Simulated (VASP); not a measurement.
LiCl:

```
Li Cl
1.0
     0.00000    2.57514    2.57514
     2.57514    0.00000    2.57514
     2.57514    2.57514    0.00000
Li Cl
1 1
Direct
  0.00000 0.00000 0.00000
  0.50000 0.50000 0.50000
```

| Property | Result |
| --- | --- |
| Program | VASP 6.6.1 |
| Task | relaxation of cell and atoms |
| Functional | r2SCAN |
| Potentials or basis | VASP PAW PBE potentials, release 64 (Li_sv, Cl) |
| Cutoff | 600 eV |
| k mesh | 8 × 8 × 8 |
| Occupations | fermi-dirac, width 0.02 eV |
| Spin | no spin polarisation |

At the start: pressure -1.2 GPa; volume 17.08 Å³/atom.

Question: How do energy, volume and symmetry change on relaxing?

Answer: Over 5 steps the energy falls by 2.8 meV/atom and the volume is 16.45 Å³/atom (-3.6 %); space group Fm-3m (No. 225, to 0.1 Å) before and after.

The path:
| step | energy change (eV) | largest force (eV/Å) | pressure (GPa) | volume (Å³) |
| --- | --- | --- | --- | --- |
| 1 | 0.0000 | 0.0000 | -1.19 | 34.15 |
| 2 | -0.0040 | 0.0000 | -0.68 | 33.53 |
| 3 | -0.0051 | 0.0000 | -0.36 | 33.24 |
| 4 | -0.0055 | 0.0000 | 0.30 | 32.65 |
| 5 | -0.0056 | 0.0000 | 0.01 | 32.91 |

Final structure:
```xyz
2
Lattice="0.0000 2.5435 2.5435 2.5435 0.0000 2.5435 2.5435 2.5435 0.0000" Properties=species:S:1:pos:R:3 pbc="T T T"
Li    0.0000    0.0000    0.0000
Cl    2.5435    2.5435    2.5435
```

Caveat: the cutoff is under 1.25 times the usual one of these potentials, so pressure, stress and relaxed cells hold a basis-set (Pulay) error; the PAW data sets were made with another functional, which shifts forces and pressure a little.
